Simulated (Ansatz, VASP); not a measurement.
**In2O3 in VASP and in Ansatz**

Contents of INCAR:

```
PREC     = Accurate       # precision mode
ENCUT    = 520            # plane-wave cutoff, eV
EDIFF    = 1E-6           # SCF threshold, eV
ISMEAR   = -1             # smearing method
SIGMA    = 0.02           # smearing width, eV
LREAL    = F              # projectors in reciprocal space
LASPH    = T              # aspherical terms in the spheres
NELM     = 60             # most SCF steps
ALGO     = Normal         # electronic algorithm
ISIF     = 2              # what is computed and relaxed
LWAVE    = F              # write WAVECAR
LCHARG   = T              # write CHGCAR
GGA      = PE             # functional
LELF     = T              # ELF
LVHAR    = T            
NBANDS   = 55             # bands
```

File KPOINTS:

```
regular mesh
0
Gamma
  6 6 6
```

Contents of POSCAR:

```
In2O3
1.0
    2.7263656039      1.5740679153      4.9061097174
   -2.7263656039      1.5740679153      4.9061097174
    0.0000000000     -3.1481358306      4.9061097174
In O
4 6
Direct
    0.6438046669      0.6438046669      0.6438046669
    0.8561953331      0.8561953331      0.8561953331
    0.3561953331      0.3561953331      0.3561953331
    0.1438046669      0.1438046669      0.1438046669
    0.0468581256      0.7500000000      0.4531418744
    0.7500000000      0.4531418744      0.0468581256
    0.4531418744      0.0468581256      0.7500000000
    0.9531418744      0.2500000000      0.5468581256
    0.5468581256      0.9531418744      0.2500000000
    0.2500000000      0.5468581256      0.9531418744
```

Input for Ansatz:

```yaml
crystal:
  lattice:
    - [2.7263656039, 1.5740679153, 4.9061097174]
    - [-2.7263656039, 1.5740679153, 4.9061097174]
    - [0.0, -3.1481358306, 4.9061097174]
  atoms:
    - { symbol: In, position: [0.6438046669, 0.6438046669, 0.6438046669] }
    - { symbol: In, position: [0.8561953331, 0.8561953331, 0.8561953331] }
    - { symbol: In, position: [0.3561953331, 0.3561953331, 0.3561953331] }
    - { symbol: In, position: [0.1438046669, 0.1438046669, 0.1438046669] }
    - { symbol: O, position: [0.0468581256, 0.75, 0.4531418744] }
    - { symbol: O, position: [0.75, 0.4531418744, 0.0468581256] }
    - { symbol: O, position: [0.4531418744, 0.0468581256, 0.75] }
    - { symbol: O, position: [0.9531418744, 0.25, 0.5468581256] }
    - { symbol: O, position: [0.5468581256, 0.9531418744, 0.25] }
    - { symbol: O, position: [0.25, 0.5468581256, 0.9531418744] }
kpoints:
  mp_grid: { grid: [6, 6, 6] }
  band_path:
    path:
      - [0.0, 0.0, 0.0]
      - [0.5, 0.5, 0.5]
      - [0.7617877973, 0.2382122027, 0.5]
      - [0.5, -0.2382122027, 0.2382122027]
      - [0.5, 0.0, 0.0]
      - [0.3691061014, -0.3691061014, 0.0]
      - [0.6308938986, 0.0, 0.3691061014]
      - [0.5, 0.0, 0.5]
      - [0.0, 0.1875, -0.1875]
    npoints: 1
hamiltonian:
  xc: pbe
scf:
  occupations: { method: fermi_dirac, width: 0.02 }
  n_extra_bands: 6
output:
  forces: true
  stress: true
  eigenvalues: true
```

Change from the starting cell: epitaxial_xy strain -1.0%.

Alike in both runs: task single point; functional PBE; k mesh 6 × 6 × 6; occupations fermi-dirac, width 0.02 eV; no spin polarisation.

```csv
,VASP,Ansatz
version,VASP 6.6.1,Ansatz 0.2.0
potentials or method,"VASP PAW PBE potentials, release 64 (In_d, O)","plane waves, PAW"
plane-wave cutoff (eV),520,420
valence electrons in the cell,88,88
```

```csv
,VASP,Ansatz,Ansatz less VASP
gap on the k mesh at the Fermi level (eV),1.30,1.31,+0.007
pressure (GPa),9.1,8.6,-0.51
"traceless stress, the component that is largest in VASP (GPa)",-2.56,-2.46,+0.103
rms of the force components (eV/Å),0.033,0.037,+0.0041
```

Atom by atom the forces differ by 0.007 eV/Å (rms over components). The functional is the same, so the differences come from potentials, cutoffs and numerics.
